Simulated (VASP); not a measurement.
# Ge (I4/mmm) in VASP: settings compared

Aim: see how the results for Ge move with the level of theory and the settings. Levels: r2SCAN0, revPBE+D3(BJ), revPBE+D4, PBE. Tasks: single point.

Everything below comes from runs of VASP 6.6.1. Logs are shortened: lines on timing, memory, paths and dates and some standing lists are left out, and cuts for length are marked.

### Step 1. The cell of the first run

It takes space group I4/mmm (No. 139, tetragonal). The conventional cell has a = 3.280 Å, b = 3.280 Å, c = 3.820 Å, α = 90.00°, β = 90.00°, γ = 90.00°. Within 4.0 Å of Ge (site symmetry 4/mmm) lie 14 Ge at 3.00 to 3.82 Å.

### Step 2. Single point, r2SCAN0

POSCAR

```
Ge
1.0
   -1.6399656558      1.6399656558      1.9099183467
    1.6399656558     -1.6399656558      1.9099183467
    1.6399656558      1.6399656558     -1.9099183467
Ge
1
Direct
    0.5000000000      0.5000000000      0.0000000000
```

INCAR.step1

```
  PREC = Accurate
  ENCUT = 520
  EDIFF = 1E-5
  ISMEAR = -1
  SIGMA = 0.05
  LREAL = F
  LASPH = T
  NELM = 60
  ALGO = Normal
  ISIF = 2
  LWAVE = T
  LCHARG = F
  GGA = PE
  NBANDS = 13
```

INCAR.step2

```
  PREC = Accurate
  ENCUT = 520
  EDIFF = 1E-7
  ISMEAR = -1
  SIGMA = 0.05
  LREAL = F
  LASPH = T
  NELM = 60
  ALGO = Normal
  ISIF = 2
  LWAVE = F
  LCHARG = F
  METAGGA = R2SCAN
  LHFCALC = T
  AEXX = 0.25
  LMIXTAU = T
  PRECFOCK = Normal
  ISTART = 1
  NBANDS = 13
```

KPOINTS

```
regular mesh
0
Gamma
  6 6 6
```

Potentials or basis: VASP PAW PBE potentials, release 64 (Ge_d).

Run with:

```console
$ cat potpaw_PBE.64/Ge_d/POTCAR > POTCAR
$ cp INCAR.step1 INCAR
$ mpirun -np 1 vasp_std > vasp.out
$ cp INCAR.step2 INCAR
$ mpirun -np 1 vasp_std > vasp.out
```

OUTCAR:

```text
PREC = Accurate
   ENCUT = 520
   EDIFF = 1E-7
   ISMEAR = -1
   LREAL = F
   LASPH = T
   NELM = 60
   ISIF = 2
   METAGGA = R2SCAN
   LHFCALC = T
   AEXX = 0.25
   PRECFOCK = Normal
   ISTART = 1

 ion  position               nearest neighbor table
   1  0.500  0.500  0.000-

  LATTYP: Found a body centered tetragonal cell.
 ALAT       =     3.2799313116
 C/A-ratio  =     1.1646087465

  Lattice vectors:

 A1 = (  -1.6399656558,   1.6399656558,   1.9099183467)
 A2 = (   1.6399656558,  -1.6399656558,   1.9099183467)
 A3 = (   1.6399656558,   1.6399656558,  -1.9099183467)

Analysis of symmetry for initial positions (statically):
=====================================================================
 Subroutine PRICEL returns:
 Original cell was already a primitive cell.

 Routine SETGRP: Setting up the symmetry group for a
 body centered tetragonal supercell.

 Subroutine GETGRP returns: Found 16 space group operations
 (whereof 16 operations were pure point group operations)
 out of a pool of 16 trial point group operations.

The static configuration has the point symmetry D_4h.

Analysis of symmetry for dynamics (positions and initial velocities):
=====================================================================
 Subroutine PRICEL returns:
 Original cell was already a primitive cell.

 Routine SETGRP: Setting up the symmetry group for a
 body centered tetragonal supercell.

 Subroutine GETGRP returns: Found 16 space group operations
 (whereof 16 operations were pure point group operations)
 out of a pool of 16 trial point group operations.

The dynamic configuration has the point symmetry D_4h.

 Subroutine INISYM returns: Found 16 space group operations
 (whereof 16 operations are pure point group operations),
 and found     1 'primitive' translations

----------------------------------------------------------------------------------------

                                     Primitive cell

  volume of cell :      20.5468

  direct lattice vectors                    reciprocal lattice vectors
    -1.639965656  1.639965656  1.909918347     0.000000000  0.304884434  0.261791296
     1.639965656 -1.639965656  1.909918347     0.304884434  0.000000000  0.261791296
     1.639965656  1.639965656 -1.909918347     0.304884434  0.304884434  0.000000000

  length of vectors
     3.004457155  3.004457155  3.004457155     0.401857189  0.401857189  0.431171701

  position of ions in fractional coordinates (direct lattice)
     0.500000000  0.500000000  0.000000000

  ion indices of the primitive-cell ions
   primitive index   ion index
                 1           1

----------------------------------------------------------------------------------------

 KPOINTS: regular mesh

Automatic generation of k-mesh.
 Grid dimensions read from file:
 generate k-points for:    6    6    6

 Generating k-lattice:

  Cartesian coordinates                     Fractional coordinates (reciprocal lattice)
     0.000000000  0.050814072  0.043631883     0.166666667  0.000000000  0.000000000
     0.050814072  0.000000000  0.043631883     0.000000000  0.166666667  0.000000000
     0.050814072  0.050814072  0.000000000     0.000000000  0.000000000  0.166666667

  Length of vectors
     0.066976198  0.066976198  0.071861950

  Shift w.r.t. Gamma in fractional coordinates (k-lattice)
     0.000000000  0.000000000  0.000000000

 Subroutine IBZKPT returns following result:
 ===========================================

 Found     30 irreducible k-points:

 Following reciprocal coordinates:
            Coordinates               Weight
  0.000000  0.000000  0.000000      1.000000
  0.166667  0.000000  0.000000      8.000000
  0.333333  0.000000 -0.000000      8.000000
  0.500000  0.000000  0.000000      4.000000
  0.166667  0.166667 -0.000000      8.000000
  0.333333  0.166667  0.000000     16.000000
[... 16 lines left out ...]
 -0.333333 -0.333333  0.166667      8.000000
 -0.166667 -0.333333  0.166667      8.000000
 [... further k-points ...]
   k-points           NKPTS =     30   k-points in BZ     NKDIM =    216   number of bands    NBANDS=     13
   number of dos      NEDOS =    301   number of ions     NIONS =      1
   total plane-waves  NPLWV =  13824
   dimension x,y,z NGX =    24 NGY =   24 NGZ =   24
   dimension x,y,z NGXF=    48 NGYF=   48 NGZF=   48
   ions per type =               1
   NGX,Y,Z   is equivalent  to a cutoff of  13.28, 13.28, 13.28 a.u.
   NGXF,Y,Z  is equivalent  to a cutoff of  26.56, 26.56, 26.56 a.u.
 SYSTEM =  unknown system
   PREC   = accura    normal or accurate (medium, high low for compatibility)
   ISTART =      1    job   : 0-new  1-cont  2-samecut
   ICHARG =      0    charge: 1-file 2-atom 10-const
   ISPIN  =      1    spin polarized calculation?
   LNONCOLLINEAR =      F non collinear calculations
   LSORBIT =      F    spin-orbit coupling
   LASPH  =      T    aspherical Exc in radial PAW
   ENCUT  =  520.0 eV  38.22 Ry    6.18 a.u.   5.59  5.59  5.59*2*pi/ulx,y,z
   NELM   =     60;   NELMIN=  2; NELMDL=  0     # of ELM steps
   EDIFF  = 0.1E-06   stopping-criterion for ELM
   LREAL  =      F    real-space projection
   EDIFFG = 0.1E-05   stopping-criterion for IOM
   NSW    =      0    number of steps for IOM
   IBRION =     -1    ionic relax: 0-MD 1-quasi-New 2-CG
   NFREE  =      0    steps in history (QN), initial steepest desc. (CG)
   ISIF   =      2    stress and relaxation
   ISYM   =      3    0-nonsym 1-usesym 2-fastsym
   POTIM  = 0.5000    time-step for ionic-motion
   TEBEG  =    0.0;   TEEND  =   0.0 temperature during run
   PSTRESS=    0.0 pullay stress
   NELECT =      14.0000    total number of electrons
   NUPDOWN=      -1.0000    fix difference up-down
   EMIN   =  10.00;   EMAX   =-10.00  energy-range for DOS
   EFERMI =   0.00;   METHOD = LEGACY
   ISMEAR =    -1;   SIGMA  =   0.05  broadening in eV -4-tet -1-fermi 0-gaus
   EFERMI_NEDOS =   21; number of points for ismear=-14 and -15
   IALGO  =     38    algorithm
   IMIX   =      1    mixing-type and parameters
     AMIX     =   0.40;   BMIX     =  1.00
     AMIX_MAG =   1.60;   BMIX_MAG =  1.00
  volume/ion in A,a.u.               =      20.55       138.66
  Fermi-wavevector in a.u.,A,eV,Ry     =   1.440576  2.722293 28.235603  2.075258
  Thomas-Fermi vector in A             =   2.559304
   LORBIT       =      0    0 simple, 1 ext, 2 COOP (PROOUT), +10 PAW based schemes
   METAGGA = R2SCAN    functional components
   LHFCALC =     T    Hartree Fock is set to
   PRECFOCK=normal    Normal, Fast or Accurate (Low or Medium for compatibility)
   ENCUT4O =  -1.0   cutoff for four orbital integrals eV
   NKREDX  =     1    reduce k-point grid by
   NKREDY  =     1    reduce k-point grid by
   NKREDZ  =     1    reduce k-point grid by
   AEXX    =    0.2500 exact exchange contribution
   HFSCREEN=    0.0000 screening length (either q_TF or 0.3 A-1)
   HFSCREENC=   0.0000 screening length for correlation (either q_TF or 0.3 A-1)
   ENCUTFOCK=  -1.0 apply spherical cutoff to Coloumb kernel
   IVDW    =     0    specifies the selected vdW correction
   LEPSILON=     F    determine dielectric tensor
   LRPA    =     F    only Hartree local field effects (RPA)
 non-spin polarized calculation
  energy-cutoff  :      520.00
  volume of cell :       20.55
 maximum number of plane-waves:       571
 NGX is ok and might be reduce to    24
  NGX = 18; NGY = 18; NGZ = 18

 number of electron      14.0000007 magnetization

 Free energy of the ion-electron system (eV)
  ---------------------------------------------------
  ext. energy  EPLUGINS =         0.00000000
  ---------------------------------------------------
  free energy    TOTEN  =       -12.29190096 eV

  energy without entropy =      -12.29049853  energy(sigma->0) =      -12.29119975

 E-fermi :   5.9629     XC(G=0):  -9.3146

 val. band max:        5.4135521604   @ k =  -0.1667  -0.3333   0.1667
 cond. band min:       6.0602866287   @ k =  -0.3333   0.3333   0.1667
 fundamental gap:      0.6467344683
 Fermi energy:         5.9628907174

 k-point     1 :       0.0000    0.0000    0.0000
  band No.  band energies     occupation
      1     -23.3419      2.00000
      2     -23.3419      2.00000
      3     -23.3253      2.00000
      4     -23.2959      2.00000
      5     -23.2627      2.00000
      6      -9.1664      2.00000
      7      15.5305      0.00000
      8      15.8609      0.00000
      9      15.8609      0.00000
     10      21.0388      0.00000
     11      21.0388      0.00000
     12      22.6092      0.00000
     13      22.9076      0.00000

 k-point     2 :       0.1667    0.0000    0.0000
  band No.  band energies     occupation
      1     -23.3392      2.00000
      2     -23.3344      2.00000
      3     -23.3095      2.00000
      4     -23.2968      2.00000
      5     -23.2673      2.00000
      6      -8.4063      2.00000
      7      10.9696      0.00000
      8      14.3128      0.00000
      9      15.2737      0.00000
     10      19.5322      0.00000
     11      20.5715      0.00000
     12      22.4912      0.00000
     13      23.3909      0.00000

 k-point     3 :       0.3333    0.0000   -0.0000
  band No.  band energies     occupation
      1     -23.3482      2.00000
      2     -23.3298      2.00000
      3     -23.2950      2.00000
      4     -23.2705      2.00000
      5     -23.2632      2.00000
      6      -6.1498      2.00000
      7       3.8398      2.00000
      8      12.5071      0.00000
      9      14.5824      0.00000
     10      17.9689      0.00000
     11      18.5263      0.00000
     12      22.0616      0.00000
     13      25.9739      0.00000

 k-point     4 :       0.5000    0.0000    0.0000
  band No.  band energies     occupation
      1     -23.3533      2.00000
      2     -23.3330      2.00000
      3     -23.2945      2.00000
      4     -23.2669      2.00000
      5     -23.2392      2.00000
      6      -3.4151      2.00000
      7      -0.5341      2.00000
      8      11.8387      0.00000
      9      14.2916      0.00000
     10      17.3021      0.00000
     11      17.7917      0.00000
     12      23.2400      0.00000
     13      24.4081      0.00000

 k-point     5 :       0.1667    0.1667   -0.0000
  band No.  band energies     occupation
      1     -23.3378      2.00000
      2     -23.3302      2.00000
      3     -23.2965      2.00000
      4     -23.2810      2.00000
      5     -23.2727      2.00000
      6      -7.0061      2.00000
      7       7.9437      0.00000
      8       9.6348      0.00000
      9      14.5116      0.00000
     10      19.8465      0.00000
     11      20.4833      0.00000
     12      24.1797      0.00000
     13      25.0499      0.00000
[... 257 lines left out ...]
 k-point    22 :      -0.1667    0.5000    0.1667
  band No.  band energies     occupation
      1     -23.3308      2.00000
      2     -23.3271      2.00000
      3     -23.2982      2.00000
      4     -23.2782      2.00000
      5     -23.2407      2.00000
      6      -2.8562      2.00000
      7       0.4036      2.00000
      8       9.9257      0.00000
      9      11.4661      0.00000
     10      16.4495      0.00000
     11      20.9523      0.00000
     12      21.1531      0.00000
     13      23.5478      0.00000

 k-point    23 :      -0.3333   -0.3333    0.1667
  band No.  band energies     occupation
      1     -23.3318      2.00000
      2     -23.3164      2.00000
      3     -23.3048      2.00000
      4     -23.2635      2.00000
      5     -23.2541      2.00000
      6      -3.2736      2.00000
      7       3.7089      2.00000
      8       5.0631      2.00000
      9      12.3263      0.00000
     10      17.3422      0.00000
     11      17.3549      0.00000
     12      20.9345      0.00000
     13      29.2219      0.00000

 k-point    24 :      -0.1667   -0.3333    0.1667
  band No.  band energies     occupation
      1     -23.3284      2.00000
      2     -23.3210      2.00000
      3     -23.2941      2.00000
      4     -23.2892      2.00000
      5     -23.2642      2.00000
      6      -5.8426      2.00000
      7       5.4136      1.99997
      8      10.3061      0.00000
      9      12.1027      0.00000
     10      17.1562      0.00000
     11      20.5295      0.00000
     12      22.3552      0.00000
     13      23.7434      0.00000

 [... further k-points ...]
[... 5 lines left out ...]
  --------------------------------------------------------------------------------------
  -------------------------------------------------------------------------------------
  Total       -0.3819194     -0.3819194     -1.6041244      0.0000000     -0.0000000      0.0000000
  in kB      -29.7809129    -29.7809129   -125.0847387      0.0000000     -0.0000000      0.0000000
  external PRESSURE =     -61.5488549 kB  Pullay stress =       0.0000000 kB

 VOLUME and BASIS-vectors are now :
 -----------------------------------------------------------------------------
  energy-cutoff  :      520.00
  volume of cell :       20.55
      direct lattice vectors                 reciprocal lattice vectors
    -1.639965656  1.639965656  1.909918347     0.000000000  0.304884434  0.261791296
     1.639965656 -1.639965656  1.909918347     0.304884434  0.000000000  0.261791296
     1.639965656  1.639965656 -1.909918347     0.304884434  0.304884434  0.000000000

 POSITION                                       TOTAL-FORCE (eV/Angst)
 -----------------------------------------------------------------------------------
      0.00000      0.00000      1.90992         0.000000     -0.000000      0.000000
 -----------------------------------------------------------------------------------
    total drift:                               -0.000000     -0.000000     -0.000000

  FREE ENERGIE OF THE ION-ELECTRON SYSTEM (eV)
  ---------------------------------------------------
  free  energy   TOTEN  =       -12.2919009607 eV

  energy  without entropy=      -12.2904985297  energy(sigma->0) =      -12.29119975
```

It took 24 min on 1 thread of Intel Xeon Platinum 8559C (Emerald Rapids), shared host; peak memory 0.15 GiB.

Results:

- Free energy: -12.2919 eV
- Pressure: -6.2 GPa
- Band gap on the k mesh: zero (band 7 reaches 15.53 eV, above the bottom of band 8 at 2.43 eV)

Levels at points of the mesh, in eV from the Fermi level:
```csv
k point,band 5,band 6,band 7,band 8,band 9,band 10
"(0.00, 0.00, 0.00)",-29.23,-15.13,9.57,9.90,9.90,15.08
"(0.50, 0.00, 0.00)",-29.20,-9.38,-6.50,5.88,8.33,11.34
"(0.50, 0.50, 0.00)",-29.19,-8.17,-5.94,3.78,5.54,8.79
"(0.50, 0.50, 0.50)",-29.20,-4.57,-3.28,1.06,1.06,5.38
```

Caveat: the k points lie up to 0.45 Å⁻¹ apart; the PAW data sets were made with another functional, which shifts forces and pressure a little.

[end of part 1 of 2]
